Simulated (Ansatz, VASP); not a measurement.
## Two plane-wave programs on SnO2

The input INCAR:

```
SYSTEM = SnO2
PREC     = Accurate       ! precision mode
ENCUT    = 520            ! plane-wave cutoff, eV
EDIFF    = 1E-7           ! SCF threshold, eV
ISMEAR   = 0              ! smearing method
SIGMA    = 0.05           ! smearing width, eV
LREAL    = .False.        ! projectors in reciprocal space
LASPH    = .True.         ! aspherical terms in the spheres
NELM     = 60             ! most SCF steps
ALGO     = Normal         ! electronic algorithm
ISIF     = 2              ! what is computed and relaxed
LWAVE    = .False.        ! write WAVECAR
LCHARG   = .False.        ! write CHGCAR
NBANDS   = 64             ! bands
```

The input KPOINTS:

```
Automatic mesh
0
Gamma
  6 6 6
  0 0 0
```

The input POSCAR:

```
SnO2
1.0
    4.7437162477      0.0000000000      0.0000000000
    0.0000000000      5.5920953160      0.0000000000
    0.0000000000      0.0000000000      5.2482957334
Sn O
4 8
Direct
    0.5000000000      0.6673419135      0.7500000000
    0.0000000000      0.8326580865      0.2500000000
    0.5000000000      0.3326580865      0.2500000000
    0.0000000000      0.1673419135      0.7500000000
    0.7309254637      0.6050162923      0.0776916535
    0.2309254637      0.8949837077      0.9223083465
    0.7690745363      0.8949837077      0.5776916535
    0.2690745363      0.6050162923      0.4223083465
    0.7309254637      0.3949837077      0.5776916535
    0.2309254637      0.1050162923      0.4223083465
    0.7690745363      0.1050162923      0.0776916535
    0.2690745363      0.3949837077      0.9223083465
```

Input for Ansatz:

```yaml
crystal:
  lattice:
    - [4.7437162477, 0.0, 0.0]
    - [0.0, 5.592095316, 0.0]
    - [0.0, 0.0, 5.2482957334]
  atoms:
    - { symbol: Sn, position: [0.5, 0.6673419135, 0.75] }
    - { symbol: Sn, position: [0.0, 0.8326580865, 0.25] }
    - { symbol: Sn, position: [0.5, 0.3326580865, 0.25] }
    - { symbol: Sn, position: [0.0, 0.1673419135, 0.75] }
    - { symbol: O, position: [0.7309254637, 0.6050162923, 0.0776916535] }
    - { symbol: O, position: [0.2309254637, 0.8949837077, 0.9223083465] }
    - { symbol: O, position: [0.7690745363, 0.8949837077, 0.5776916535] }
    - { symbol: O, position: [0.2690745363, 0.6050162923, 0.4223083465] }
    - { symbol: O, position: [0.7309254637, 0.3949837077, 0.5776916535] }
    - { symbol: O, position: [0.2309254637, 0.1050162923, 0.4223083465] }
    - { symbol: O, position: [0.7690745363, 0.1050162923, 0.0776916535] }
    - { symbol: O, position: [0.2690745363, 0.3949837077, 0.9223083465] }
basis:
  ecutwfc: 520.0
kpoints:
  mp_grid: { grid: [6, 6, 6] }
hamiltonian:
  xc: lda
  pseudopotentials: { kind: paw, azcp: { folder: soft_1 } }
scf:
  occupations: { method: gaussian, width: 0.05 }
output:
  forces: true
  stress: true
  eigenvalues: true
```

Change from the starting cell: volume 11.602 Å^3 an atom, stretch along b over the lengths across it, relative to the relaxed cell 0.9736.

Alike in both runs: task single point; functional LDA; k mesh 6 × 6 × 6; occupations gaussian, width 0.05 eV; no spin polarisation.

|  | VASP | Ansatz |
| --- | --- | --- |
| version | VASP 6.6.1 | Ansatz 0.2.0 |
| potentials or method | VASP PAW LDA potentials, release 64 (Sn_d, O), cutoff 520 eV | scalar-relativistic, plane waves, PAW |
| valence electrons in the cell | 104 | 104 |

|  | VASP | Ansatz | Ansatz less VASP |
| --- | --- | --- | --- |
| gap on the k mesh at the Fermi level (eV) | 1.49 | 1.47 | -0.027 |
| least direct gap on the mesh (eV) | 1.50 | 1.47 | -0.029 |
| pressure (GPa) | 1.3 | -0.1 | -1.39 |
| traceless stress, the component that is largest in VASP (GPa) | 3.19 | 3.24 | +0.047 |
| rms of the force components (eV/Å) | 0.057 | 0.058 | +0.0007 |

Ansatz warns that its potentials were made for another functional, while VASP's fit it. LDA's correlation is that of Perdew and Zunger in VASP and of Perdew and Wang (1992) in Ansatz. Atom by atom the forces differ by 0.012 eV/Å (rms over components).
